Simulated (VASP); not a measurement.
The system is Sn.

```
Sn
1.0
     0.00000    3.23334    3.23334
     3.23334    0.00000    3.23334
     3.23334    3.23334    0.00000
Sn
2
Cartesian
  0.0000 0.0000 0.0000
  1.6167 1.6167 1.6167
```

* Program: VASP 6.6.1
* Task: relaxation of cell and atoms
* Functional: PBEsol
* Potentials or basis: VASP PAW PBE potentials, release 64 (Sn_d)
* Cutoff: 600 eV
* k mesh: 5 × 5 × 5
* Occupations: methfessel-paxton, width 0.05 eV
* Spin: no spin polarisation

At the start: pressure 1.8 GPa; volume 33.80 Å³/atom.

Problem. How do energy, volume and symmetry change on relaxing?

Solution. Over 3 steps the energy falls by 6.8 meV/atom and the volume is 35.10 Å³/atom (+3.8 %); space group Fd-3m (No. 227, to 0.05 Å).

Step by step:
| step | energy change (eV) | largest force (eV/Å) | pressure (GPa) | volume (Å³) |
| --- | --- | --- | --- | --- |
| 1 | 0.0000 | 0.0000 | 1.75 | 67.61 |
| 2 | -0.0115 | 0.0000 | -0.62 | 71.29 |
| 3 | -0.0137 | 0.0000 | 0.00 | 70.20 |

Final structure:
```xyz
2
Lattice="0.0000 3.2742 3.2742 3.2742 0.0000 3.2742 3.2742 3.2742 0.0000" Properties=species:S:1:pos:R:3 pbc="T T T"
Sn    0.0000    0.0000    0.0000
Sn    1.6371    1.6371    1.6371
```

Caveat: the PAW data sets were made with another functional, which shifts forces and pressure a little.
